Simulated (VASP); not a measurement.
# MgS (Niningerite) (Fm-3m) in VASP: further runs

Runs on MgS (Niningerite). Level: LDA. Tasks: single point.

All numbers are computed with VASP 6.6.1; they aren't measurements. Logs are shortened: lines on timing, memory, paths and dates and some standing lists are left out, and cuts for length are marked.

## 1. The cell of the first run

Symmetry: Fm-3m, No. 225, cubic system. Conventional cell: a = 5.203 Å, b = 5.203 Å, c = 5.203 Å, α = 90.00°, β = 90.00°, γ = 90.00°. Mg (site symmetry m-3m) has 6 S at 2.60 Å within 3.4 Å. Within 3.4 Å of S (site symmetry m-3m) lie 6 Mg at 2.60 Å.

## 2. Single point, LDA

Contents of INCAR:

```
PREC = Accurate ; ENCUT = 520
EDIFF = 1E-6 ; ISMEAR = 0
SIGMA = 0.01 ; LREAL = False
LASPH = True ; NELM = 60
ALGO = Normal ; ISIF = 2
LWAVE = False ; LCHARG = True
LELF = True ; LVHAR = True
NBANDS = 11
```

Contents of KPOINTS:

```
regular mesh
0
Gamma
  6 6 6
```

Contents of POSCAR:

```
MgS
1.0
    0.0000000000      2.6016500000      2.6016500000
    2.6016500000      0.0000000000      2.6016500000
    2.6016500000      2.6016500000      0.0000000000
Mg S
1 1
Direct
    0.0000000000      0.0000000000      0.0000000000
    0.5000000000      0.5000000000      0.5000000000
```

Potentials or basis: VASP PAW LDA potentials, release 64 (Mg, S).

Run with:

```bash
> cat potpaw_LDA.64/Mg/POTCAR potpaw_LDA.64/S/POTCAR > POTCAR
> mpirun -np 1 vasp_std > vasp.out
```

OUTCAR:

```text
PREC = Accurate
   ENCUT = 520
   EDIFF = 1E-6
   ISMEAR = 0
   LREAL = False
   LASPH = True
   NELM = 60
   ISIF = 2

 ion  position               nearest neighbor table
   1  0.000  0.000  0.000-   2 2.60   2 2.60   2 2.60   2 2.60   2 2.60   2 2.60
   2  0.500  0.500  0.500-   1 2.60   1 2.60   1 2.60   1 2.60   1 2.60   1 2.60

  LATTYP: Found a face centered cubic cell.
 ALAT       =     5.2033000000

  Lattice vectors:

 A1 = (   0.0000000000,   2.6016500000,   2.6016500000)
 A2 = (   2.6016500000,   0.0000000000,   2.6016500000)
 A3 = (   2.6016500000,   2.6016500000,   0.0000000000)

Analysis of symmetry for initial positions (statically):
=====================================================================
 Subroutine PRICEL returns:
 Original cell was already a primitive cell.

 Routine SETGRP: Setting up the symmetry group for a
 face centered cubic supercell.

 Subroutine GETGRP returns: Found 48 space group operations
 (whereof 48 operations were pure point group operations)
 out of a pool of 48 trial point group operations.

The static configuration has the point symmetry O_h .

Analysis of symmetry for dynamics (positions and initial velocities):
=====================================================================
 Subroutine PRICEL returns:
 Original cell was already a primitive cell.

 Routine SETGRP: Setting up the symmetry group for a
 face centered cubic supercell.

 Subroutine GETGRP returns: Found 48 space group operations
 (whereof 48 operations were pure point group operations)
 out of a pool of 48 trial point group operations.

The dynamic configuration has the point symmetry O_h .

 Subroutine INISYM returns: Found 48 space group operations
 (whereof 48 operations are pure point group operations),
 and found     1 'primitive' translations

----------------------------------------------------------------------------------------

                                     Primitive cell

  volume of cell :      35.2190

  direct lattice vectors                    reciprocal lattice vectors
     0.000000000  2.601650000  2.601650000    -0.192185728  0.192185728  0.192185728
     2.601650000  0.000000000  2.601650000     0.192185728 -0.192185728  0.192185728
     2.601650000  2.601650000  0.000000000     0.192185728  0.192185728 -0.192185728

  length of vectors
     3.679288715  3.679288715  3.679288715     0.332875446  0.332875446  0.332875446

  position of ions in fractional coordinates (direct lattice)
     0.000000000  0.000000000  0.000000000
     0.500000000  0.500000000  0.500000000

  ion indices of the primitive-cell ions
   primitive index   ion index
                 1           1
                 2           2

----------------------------------------------------------------------------------------

 KPOINTS: regular mesh

Automatic generation of k-mesh.
 Grid dimensions read from file:
 generate k-points for:    6    6    6

 Generating k-lattice:

  Cartesian coordinates                     Fractional coordinates (reciprocal lattice)
    -0.032030955  0.032030955  0.032030955     0.166666667  0.000000000  0.000000000
     0.032030955 -0.032030955  0.032030955     0.000000000  0.166666667  0.000000000
     0.032030955  0.032030955 -0.032030955     0.000000000  0.000000000  0.166666667

  Length of vectors
     0.055479241  0.055479241  0.055479241

  Shift w.r.t. Gamma in fractional coordinates (k-lattice)
     0.000000000  0.000000000  0.000000000

 Subroutine IBZKPT returns following result:
 ===========================================

 Found     16 irreducible k-points:

 Following reciprocal coordinates:
            Coordinates               Weight
  0.000000  0.000000  0.000000      1.000000
  0.166667  0.000000  0.000000      8.000000
  0.333333  0.000000  0.000000      8.000000
  0.500000  0.000000  0.000000      4.000000
  0.166667  0.166667  0.000000      6.000000
  0.333333  0.166667  0.000000     24.000000
[... 8 lines left out ...]
 -0.333333  0.333333  0.166667     24.000000
 -0.333333  0.500000  0.166667     12.000000
   k-points           NKPTS =     16   k-points in BZ     NKDIM =     16   number of bands    NBANDS=     11
   number of dos      NEDOS =    301   number of ions     NIONS =      2
   total plane-waves  NPLWV =  21952
   dimension x,y,z NGX =    28 NGY =   28 NGZ =   28
   dimension x,y,z NGXF=    56 NGYF=   56 NGZF=   56
   ions per type =               1   1
   NGX,Y,Z   is equivalent  to a cutoff of  12.65, 12.65, 12.65 a.u.
   NGXF,Y,Z  is equivalent  to a cutoff of  25.30, 25.30, 25.30 a.u.
 SYSTEM =  unknown system
   PREC   = accura    normal or accurate (medium, high low for compatibility)
   ISTART =      0    job   : 0-new  1-cont  2-samecut
   ICHARG =      2    charge: 1-file 2-atom 10-const
   ISPIN  =      1    spin polarized calculation?
   LNONCOLLINEAR =      F non collinear calculations
   LSORBIT =      F    spin-orbit coupling
   LASPH  =      T    aspherical Exc in radial PAW
   ENCUT  =  520.0 eV  38.22 Ry    6.18 a.u.   6.84  6.84  6.84*2*pi/ulx,y,z
   NELM   =     60;   NELMIN=  2; NELMDL= -5     # of ELM steps
   EDIFF  = 0.1E-05   stopping-criterion for ELM
   LREAL  =      F    real-space projection
   EDIFFG = 0.1E-04   stopping-criterion for IOM
   NSW    =      0    number of steps for IOM
   IBRION =     -1    ionic relax: 0-MD 1-quasi-New 2-CG
   NFREE  =      0    steps in history (QN), initial steepest desc. (CG)
   ISIF   =      2    stress and relaxation
   ISYM   =      2    0-nonsym 1-usesym 2-fastsym
   POTIM  = 0.5000    time-step for ionic-motion
   TEBEG  =    0.0;   TEEND  =   0.0 temperature during run
   PSTRESS=    0.0 pullay stress
   NELECT =       8.0000    total number of electrons
   NUPDOWN=      -1.0000    fix difference up-down
   EMIN   =  10.00;   EMAX   =-10.00  energy-range for DOS
   EFERMI =   0.00;   METHOD = LEGACY
   ISMEAR =     0;   SIGMA  =   0.01  broadening in eV -4-tet -1-fermi 0-gaus
   EFERMI_NEDOS =   21; number of points for ismear=-14 and -15
   IALGO  =     38    algorithm
   IMIX   =      4    mixing-type and parameters
     AMIX     =   0.40;   BMIX     =  1.00
     AMIX_MAG =   1.60;   BMIX_MAG =  1.00
  volume/ion in A,a.u.               =      17.61       118.83
  Fermi-wavevector in a.u.,A,eV,Ry     =   0.998878  1.887606 13.575323  0.997758
  Thomas-Fermi vector in A             =   2.131131
   LORBIT       =      0    0 simple, 1 ext, 2 COOP (PROOUT), +10 PAW based schemes
   GGA     = CA    functional components
   LHFCALC =     F    Hartree Fock is set to
   AEXX    =    0.0000 exact exchange contribution
   IVDW    =     0    specifies the selected vdW correction
   LEPSILON=     F    determine dielectric tensor
   LRPA    =     F    only Hartree local field effects (RPA)
 non-spin polarized calculation
 Gauss-broadening in eV      SIGMA  =   0.01
  energy-cutoff  :      520.00
  volume of cell :       35.22
 maximum number of plane-waves:       960
   NGX = 13   NGY = 13   NGZ = 13

 number of electron       8.0000000 magnetization

 Free energy of the ion-electron system (eV)
  ---------------------------------------------------
  ext. energy  EPLUGINS =         0.00000000
  ---------------------------------------------------
  free energy    TOTEN  =        -9.56824326 eV

  energy without entropy =       -9.56824326  energy(sigma->0) =       -9.56824326

 E-fermi :   3.6840     XC(G=0):  -9.9875

 val. band max:        3.5833318199   @ k =   0.0000   0.0000   0.0000
 cond. band min:       6.1388753312   @ k =   0.5000   0.5000   0.0000
 fundamental gap:      2.5555435113
 Fermi energy:         3.6840057930

 k-point     1 :       0.0000    0.0000    0.0000
  band No.  band energies     occupation
      1      -9.0573      2.00000
      2       3.5833      2.00000
      3       3.5833      2.00000
      4       3.5833      2.00000
      5       7.0738      0.00000
      6      11.4188      0.00000
      7      11.4188      0.00000
      8      11.4188      0.00000
      9      13.8473      0.00000
     10      13.8473      0.00000
     11      15.9346      0.00000

 k-point     2 :       0.1667    0.0000    0.0000
  band No.  band energies     occupation
      1      -8.7894      2.00000
      2       1.9153      2.00000
      3       3.4128      2.00000
      4       3.4128      2.00000
      5       8.1950      0.00000
      6      11.1064      0.00000
      7      11.6694      0.00000
      8      11.6694      0.00000
      9      13.0972      0.00000
     10      13.0972      0.00000
     11      15.7224      0.00000

 k-point     3 :       0.3333    0.0000    0.0000
  band No.  band energies     occupation
      1      -8.1402      2.00000
      2      -0.3221      2.00000
      3       3.1188      2.00000
      4       3.1188      2.00000
      5       8.1883      0.00000
      6      10.7609      0.00000
      7      10.7609      0.00000
      8      12.7311      0.00000
      9      14.8806      0.00000
     10      14.9821      0.00000
     11      14.9821      0.00000

 k-point     4 :       0.5000    0.0000    0.0000
  band No.  band energies     occupation
      1      -7.7227      2.00000
      2      -1.3258      2.00000
      3       2.9896      2.00000
      4       2.9896      2.00000
      5       7.9580      0.00000
      6      10.3227      0.00000
      7      10.3227      0.00000
      8      13.4252      0.00000
      9      15.5242      0.00000
     10      17.9573      0.00000
     11      17.9573      0.00000

 k-point     5 :       0.1667    0.1667    0.0000
  band No.  band energies     occupation
      1      -8.7024      2.00000
      2       2.0135      2.00000
      3       3.0420      2.00000
      4       3.0420      2.00000
      5       8.7169      0.00000
      6       9.9624      0.00000
      7      11.3064      0.00000
      8      12.5478      0.00000
      9      12.5478      0.00000
     10      14.3089      0.00000
     11      17.4167      0.00000
[... 99 lines left out ...]
 k-point    13 :       0.5000    0.5000    0.0000
  band No.  band energies     occupation
      1      -7.3442      2.00000
      2      -0.6709      2.00000
      3       1.8746      2.00000
      4       1.8746      2.00000
      5       6.1389      0.00000
      6       7.8327      0.00000
      7      15.3744      0.00000
      8      16.3383      0.00000
      9      16.6712      0.00000
     10      16.6712      0.00000
     11      19.4320      0.00000

 k-point    14 :       0.5000    0.3333    0.1667
  band No.  band energies     occupation
      1      -7.6973      2.00000
      2      -0.1635      2.00000
      3       1.3523      2.00000
      4       2.3261      2.00000
      5       8.6777      0.00000
      6      10.0812      0.00000
      7      10.7285      0.00000
      8      13.2455      0.00000
      9      14.9937      0.00000
     10      18.2114      0.00000
     11      18.7777      0.00000

 k-point    15 :      -0.3333    0.3333    0.1667
  band No.  band energies     occupation
      1      -7.4137      2.00000
      2      -0.4081      2.00000
      3       0.8255      2.00000
      4       1.9636      2.00000
      5       8.7294      0.00000
      6      10.1420      0.00000
      7      12.1432      0.00000
      8      12.3501      0.00000
      9      15.6370      0.00000
     10      17.2175      0.00000
     11      19.2348      0.00000

 k-point    16 :      -0.3333    0.5000    0.1667
  band No.  band energies     occupation
      1      -7.3090      2.00000
      2      -0.2245      2.00000
      3       0.9597      2.00000
      4       1.3162      2.00000
      5       7.8054      0.00000
      6       9.6803      0.00000
      7      12.5508      0.00000
      8      13.2521      0.00000
      9      17.1043      0.00000
     10      18.3993      0.00000
     11      18.8985      0.00000

------------------------ aborting loop because EDIFF is reached ----------------------------------------

  FORCE on cell =-STRESS in cart. coord.  units (eV):
  Direction    XX          YY          ZZ          XY          YZ          ZX
  --------------------------------------------------------------------------------------
  -------------------------------------------------------------------------------------
  Total       -0.8408924     -0.8408924     -0.8408924      0.0000000      0.0000000     -0.0000000
  in kB      -38.2537831    -38.2537831    -38.2537831      0.0000000      0.0000000     -0.0000000
  external PRESSURE =     -38.2537831 kB  Pullay stress =       0.0000000 kB

 VOLUME and BASIS-vectors are now :
 -----------------------------------------------------------------------------
  energy-cutoff  :      520.00
  volume of cell :       35.22
      direct lattice vectors                 reciprocal lattice vectors
     0.000000000  2.601650000  2.601650000    -0.192185728  0.192185728  0.192185728
     2.601650000  0.000000000  2.601650000     0.192185728 -0.192185728  0.192185728
     2.601650000  2.601650000  0.000000000     0.192185728  0.192185728 -0.192185728

 POSITION                                       TOTAL-FORCE (eV/Angst)
 -----------------------------------------------------------------------------------
      0.00000      0.00000      0.00000        -0.000000     -0.000000      0.000000
      2.60165      2.60165      2.60165         0.000000      0.000000     -0.000000
 -----------------------------------------------------------------------------------
    total drift:                                0.000000      0.000000      0.000000

  FREE ENERGIE OF THE ION-ELECTRON SYSTEM (eV)
  ---------------------------------------------------
  free  energy   TOTEN  =        -9.5682432649 eV

  energy  without entropy=       -9.5682432649  energy(sigma->0) =       -9.56824326
```

Run time: 20 s. Hardware: 1 thread of AMD EPYC 7R13, shared host; peak memory 0.11 GiB.

What came out:

- Free energy: -9.5682 eV
- Pressure: -3.8 GPa
- Band gap on the k mesh: 2.56 eV, indirect (least direct gap 3.49 eV)

A k mesh can miss the band edges. A hybrid or GW would open this gap; LDA tends to underestimate it.

## 3. Single point, LDA

Contents of INCAR:

```
  ALGO = Normal
  EDIFF = 1E-6
  ENCUT = 520
  GGA = CA
  ISIF = 2
  ISMEAR = 0
  LASPH = True
  LCHARG = False
  LREAL = False
  LWAVE = False
  NBANDS = 11
  NELM = 80
  PREC = Accurate
  SIGMA = 0.01
```

Contents of KPOINTS:

```
k-points
0
Gamma
  6 6 6
```

POSCAR is that of step 2.

Potentials or basis: VASP PAW LDA potentials, release 64 (Mg, S).

Run with:

```bash
> cat potpaw_LDA.64/Mg/POTCAR potpaw_LDA.64/S/POTCAR > POTCAR
> mpirun -np 1 vasp_std > vasp.out
```

OUTCAR:

```text
EDIFF = 1E-6
   ENCUT = 520
   GGA = CA
   ISIF = 2
   ISMEAR = 0
   LASPH = True
   LREAL = False
   NELM = 80
   PREC = Accurate

 ion  position               nearest neighbor table
   1  0.000  0.000  0.000-   2 2.60   2 2.60   2 2.60   2 2.60   2 2.60   2 2.60
   2  0.500  0.500  0.500-   1 2.60   1 2.60   1 2.60   1 2.60   1 2.60   1 2.60

  LATTYP: Found a face centered cubic cell.
 ALAT       =     5.2033000000

  Lattice vectors:

 A1 = (   0.0000000000,   2.6016500000,   2.6016500000)
[... 399 lines left out ...]
------------------------ aborting loop because EDIFF is reached ----------------------------------------

  FORCE on cell =-STRESS in cart. coord.  units (eV):
  Direction    XX          YY          ZZ          XY          YZ          ZX
  --------------------------------------------------------------------------------------
  -------------------------------------------------------------------------------------
  Total       -0.8408924     -0.8408924     -0.8408924      0.0000000      0.0000000     -0.0000000
  in kB      -38.2537831    -38.2537831    -38.2537831      0.0000000      0.0000000     -0.0000000
  external PRESSURE =     -38.2537831 kB  Pullay stress =       0.0000000 kB

 VOLUME and BASIS-vectors are now :
 -----------------------------------------------------------------------------
  energy-cutoff  :      520.00
  volume of cell :       35.22
      direct lattice vectors                 reciprocal lattice vectors
     0.000000000  2.601650000  2.601650000    -0.192185728  0.192185728  0.192185728
     2.601650000  0.000000000  2.601650000     0.192185728 -0.192185728  0.192185728
     2.601650000  2.601650000  0.000000000     0.192185728  0.192185728 -0.192185728

 POSITION                                       TOTAL-FORCE (eV/Angst)
 -----------------------------------------------------------------------------------
      0.00000      0.00000      0.00000        -0.000000     -0.000000      0.000000
      2.60165      2.60165      2.60165         0.000000      0.000000     -0.000000
 -----------------------------------------------------------------------------------
    total drift:                                0.000000      0.000000      0.000000

  FREE ENERGIE OF THE ION-ELECTRON SYSTEM (eV)
  ---------------------------------------------------
  free  energy   TOTEN  =        -9.5682432649 eV

  energy  without entropy=       -9.5682432649  energy(sigma->0) =       -9.56824326
```

OSZICAR:

```text
N       E                     dE             d eps       ncg     rms          rms(c)
DAV:   1     0.216486235731E+02    0.21649E+02   -0.37510E+03   352   0.597E+02
DAV:   2    -0.856348677108E+01   -0.30212E+02   -0.27676E+02   446   0.103E+02
DAV:   3    -0.999889706813E+01   -0.14354E+01   -0.14332E+01   446   0.236E+01
DAV:   4    -0.100071909134E+02   -0.82938E-02   -0.82933E-02   415   0.213E+00
DAV:   5    -0.100072511912E+02   -0.60278E-04   -0.60278E-04   456   0.171E-01    0.440E+00
DAV:   6    -0.962289993581E+01    0.38435E+00   -0.84319E-01   388   0.353E+00    0.338E+00
DAV:   7    -0.957384184397E+01    0.49058E-01   -0.18850E-01   409   0.179E+00    0.212E+00
DAV:   8    -0.956862455769E+01    0.52173E-02   -0.12234E-02   382   0.614E-01    0.848E-01
DAV:   9    -0.956827416551E+01    0.35039E-03   -0.64735E-04   422   0.132E-01    0.373E-01
DAV:  10    -0.956825052436E+01    0.23641E-04   -0.54372E-05   412   0.357E-02    0.157E-01
DAV:  11    -0.956824321747E+01    0.73069E-05   -0.35344E-05   397   0.255E-02    0.180E-02
DAV:  12    -0.956824326494E+01   -0.47463E-07   -0.36686E-07   224   0.425E-03
   1 F= -.95682433E+01 E0= -.95682433E+01  d E =-.753575E-48
```

Wall time 15 s (1 thread of AMD EPYC 7R13, shared host); peak memory 0.11 GiB.

Results:

```
Free energy            : -9.5682 eV
Pressure               : -3.8 GPa
Band gap on the k mesh : 2.56 eV, indirect (least direct gap 3.49 eV)
```

Levels at points of the mesh, in eV from the valence-band top:
```
           k point  band 1  band 2  band 3  band 4  band 5  band 6  band 7  band 8
(0.00, 0.00, 0.00)  -12.64    0.00    0.00    0.00    3.49    7.84    7.84    7.84
(0.50, 0.00, 0.00)  -11.31   -4.91   -0.59   -0.59    4.37    6.74    6.74    9.84
(0.50, 0.50, 0.00)  -10.93   -4.25   -1.71   -1.71    2.56    4.25   11.79   12.76
```
